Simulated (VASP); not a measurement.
Wanted: the native input for a VASP 6.6.1 run.

* Task: single point
* Functional: PBE
* Dispersion: D3(BJ)
* Potentials or basis: VASP PAW PBE potentials, release 64 (C)
* Cutoff: 520 eV
* k mesh: 15 × 15 × 1
* Occupations: gaussian, width 0.1 eV
* Spin: no spin polarisation
* Dipole correction: yes
* Further INCAR settings: ALGO = Normal; EDIFF = 1e-07; NBANDS = 16

The structure of C lies in POSCAR:

```
C
1.0
    2.4656524409      0.0000000000      0.0000000000
   -1.2328262205      2.1353176508      0.0000000000
    0.0000000000      0.0000000000     17.5000663883
C
4
Direct
    0.6666666667      0.3333333333      0.2571437784
    0.3333333333      0.6666666667      0.2571418816
    1.0000000000      0.3333333333      0.4805733991
    0.6666666667      0.6666666667      0.4805715023
```

These files were run (other wordings do the same):

INCAR

```
SYSTEM = C
ALGO     = Normal         ! electronic algorithm
DIPOL    = 0.5 0.5 0.369
EDIFF    = 1E-7           ! SCF threshold, eV
ENCUT    = 520            ! plane-wave cutoff, eV
GGA      = PE             ! functional
IDIPOL   = 3            
ISIF     = 2              ! what is computed and relaxed
ISMEAR   = 0              ! smearing method
IVDW     = 12             ! dispersion correction
LASPH    = .True.         ! aspherical terms in the spheres
LCHARG   = .False.        ! write CHGCAR
LDIPOL   = .True.       
LREAL    = .False.        ! projectors in reciprocal space
LWAVE    = .False.        ! write WAVECAR
NBANDS   = 16             ! bands
NELM     = 60             ! most SCF steps
PREC     = Accurate       ! precision mode
SIGMA    = 0.1            ! smearing width, eV
```

KPOINTS

```
k-points
0
Gamma
  15 15 1
  0 0 0
```

Potentials or basis: VASP PAW PBE potentials, release 64 (C).

Run with:

```sh
$ cat potpaw_PBE.64/C/POTCAR > POTCAR
$ mpirun -np 1 vasp_std > vasp.out
```

It gave:

```json
{
  "Largest force": "0.027 eV/Å",
  "Band gap on the k mesh": "0.14 eV, direct",
  "Dispersion energy per atom": "-0.108 eV"
}
```

Run time: 54 s on 1 thread of Intel(R) Xeon(R) 6975P-C (Granite Rapids), on a shared host, peak memory 0.24 GiB.
